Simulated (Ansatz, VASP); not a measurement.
## Two plane-wave programs on In4Ru

```
CELL_PARAMETERS angstrom
-4.02512 4.02512 2.64700
4.02512 -4.02512 2.64700
4.02512 4.02512 -2.64700
ATOMIC_POSITIONS crystal
In 0.00000 0.68186 0.68186
In 0.00000 0.31814 0.31814
In 0.68186 0.00000 0.68186
In 0.31814 0.00000 0.31814
Ru 0.00000 0.00000 0.00000
```

Alike in both runs: functional PBE; k mesh 4 × 4 × 4; occupations gaussian, width 0.2 eV; no spin polarisation.

Ansatz relaxed the structure, and its values are those at the end. VASP's run is a single point on that final structure, the one shown.

```csv
,VASP,Ansatz
version,VASP 6.6.1,Ansatz 0.2.0
potentials or method,"VASP PAW PBE potentials, release 64 (In_d, Ru_pv), cutoff 520 eV","scalar-relativistic, plane waves, PAW"
valence electrons in the cell,66,68
```

VASP gave:

- gap on the k mesh at the Fermi level (eV): none
- pressure (GPa): 0.2
- rms of the force components (eV/Å): 0.020

**Question.** Which values does Ansatz return?

**Answer.** gap on the k mesh at the Fermi level (eV): none; pressure (GPa): 0.2; rms of the force components (eV/Å): 0.022.

A gap of «none» marks a metal or a gap that the smearing closes. With one functional, cell and mesh, what is left measures potentials, basis and numerics. VASP's potentials hold 66 valence electrons a cell and Ansatz's 68, so a difference there can come from the potentials and not from the codes.
